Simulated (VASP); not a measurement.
A run of VASP 6.6.1 is set up as follows.

Contents of INCAR:

```
ALGO = Normal ; EDIFF = 1E-6
ENCUT = 520 ; GGA = PE
ISIF = 2 ; ISMEAR = 0
LASPH = True ; LCHARG = True
LELF = True ; LREAL = False
LVHAR = True ; LWAVE = False
NBANDS = 44 ; NELM = 80
PREC = Accurate ; SIGMA = 0.1
```

KPOINTS

```
k-points
0
Gamma
  4 4 4
```

POSCAR

```
LiP4Ir
1.0
   -2.5471688462      2.5471688462      7.1322032063
    2.5471688462     -2.5471688462      7.1322032063
    2.5471688462      2.5471688462     -7.1322032063
Li P Ir
2 8 2
Direct
    0.2500000000      0.7500000000      0.5000000000
    0.5000000000      0.5000000000      0.0000000000
    0.6348943421      0.6250316124      0.5099231674
    0.3750316124      0.3651084450      0.4901372703
    0.1151084450      0.1249711747      0.4900768326
    0.8749711747      0.8848943421      0.5098627297
    0.1151056579      0.6249683876     -0.0099231674
    0.3749683876      0.8848915550      0.0098627297
    0.6348915550      0.1250288253      1.0099231674
    0.8750288253      0.3651056579      0.9901372703
    0.7500000000      0.2500000000      0.5000000000
    0.0000000000      0.0000000000      0.0000000000
```

Potentials or basis: VASP PAW PBE potentials, release 64 (Li_sv, P, Ir).

Run with:

```console
$ cat potpaw_PBE.64/Li_sv/POTCAR potpaw_PBE.64/P/POTCAR potpaw_PBE.64/Ir/POTCAR > POTCAR
$ mpirun -np 1 vasp_std > vasp.out
```

**Question.** Estimate the band gap on the k mesh.

**Answer.** Zero (bands 32 and 33 overlap by 0.68 eV).

**Question.** What does it give for the largest force?

**Answer.** 0.019 eV/Å.

Forces on the atoms (eV/Å):
```
Li   0.000  0.000  0.000
Li   0.000  0.000  0.000
P    0.000  0.019  0.000
P   -0.019  0.000  0.000
P    0.000 -0.019  0.000
P    0.019  0.000  0.000
P    0.000 -0.019  0.000
P    0.019  0.000  0.000
P    0.000  0.019  0.000
P   -0.019  0.000  0.000
Ir   0.000  0.000  0.000
Ir   0.000  0.000  0.000
```

Caveat: spin-orbit coupling is left out, which moves the levels of the heavy elements.
